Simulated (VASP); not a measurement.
**Y: relaxation of cell and atoms with PBE**

Crystal: Y.

```
CELL_PARAMETERS angstrom
-2.36755 2.36755 1.42504
2.36755 -2.36755 1.42504
2.36755 2.36755 -1.42504
ATOMIC_POSITIONS crystal
Y 0.62500 0.87500 0.75000
Y 0.37500 0.12500 0.25000
```

- Program: VASP 6.6.1
- Task: relaxation of cell and atoms
- Functional: PBE
- Potentials or basis: VASP PAW PBE potentials, release 64 (Y_sv)
- Cutoff: 600 eV
- k mesh: 16 × 16 × 16
- Occupations: fermi-dirac, width 0.05 eV
- Spin: no spin polarisation
- Target pressure: 81 GPa
- Dipole correction: no
- Further INCAR settings: ALGO = Normal; EDIFF = 1e-06; IBRION = 2; EDIFFG = -0.005; NSW = 32; ISIF = 3

```
Relaxed volume                                         : 15.98 Å³/atom
Relaxed cell                                           : a = 3.641 Å, b = 3.641 Å, c = 3.641 Å, α = 98.78°, β = 98.78°, γ = 134.00°
Space group after relaxing (to 0.05 Å)                 : I4_1/amd (No. 141)
Energy change on relaxing (the enthalpy is what falls) : -4.0 meV/atom
Ionic steps                                            : 5
Pressure after relaxing                                : 81.0 GPa
Band gap on the k mesh                                 : zero (band 11 reaches 9.28 eV, above the bottom of band 12 at 6.02 eV)
```

The path:
| step | energy change (eV) | largest force (eV/Å) | pressure (GPa) | volume (Å³) |
| --- | --- | --- | --- | --- |
| 1 | 0.0000 | 0.0000 | 81.15 | 31.95 |
| 2 | -0.0340 | 0.0000 | 80.55 | 32.02 |
| 3 | -0.0192 | 0.0000 | 80.81 | 31.99 |
| 4 | 0.0132 | 0.0000 | 81.37 | 31.92 |
| 5 | -0.0080 | 0.0000 | 80.99 | 31.97 |

Final structure:
```xyz
2
Lattice="-2.3700 2.3700 1.4227 2.3700 -2.3700 1.4227 2.3700 2.3700 -1.4227" Properties=species:S:1:pos:R:3 pbc="T T T"
Y     2.3700    1.1850    1.0671
Y     0.0000    1.1850    0.3557
```

Levels at points of the mesh, in eV from the Fermi level:
| k point | band 7 | band 8 | band 9 | band 10 | band 11 | band 12 | band 13 | band 14 | band 15 |
| --- | --- | --- | --- | --- | --- | --- | --- | --- | --- |
| (0.00, 0.00, 0.00) | -19.99 | -19.99 | -5.09 | -4.21 | -0.89 | -0.38 | 1.24 | 3.72 | 3.72 |
| (0.50, 0.00, 0.00) | -21.10 | -19.96 | -3.37 | -2.75 | -0.74 | 1.32 | 2.50 | 4.33 | 4.84 |
| (0.50, 0.50, 0.00) | -20.37 | -20.37 | -2.27 | -2.27 | 0.18 | 0.18 | 2.74 | 2.74 | 5.25 |
| (0.50, 0.50, 0.50) | -19.30 | -19.30 | -1.73 | -1.73 | 1.85 | 1.85 | 3.13 | 3.13 | 5.03 |

It took 14 min on 1 thread of Oxide Virtual Turin-like Processor, on a shared host, peak memory 0.32 GiB.

Caveat: the cell is relaxed towards a set pressure, so the enthalpy falls and the energy may rise.
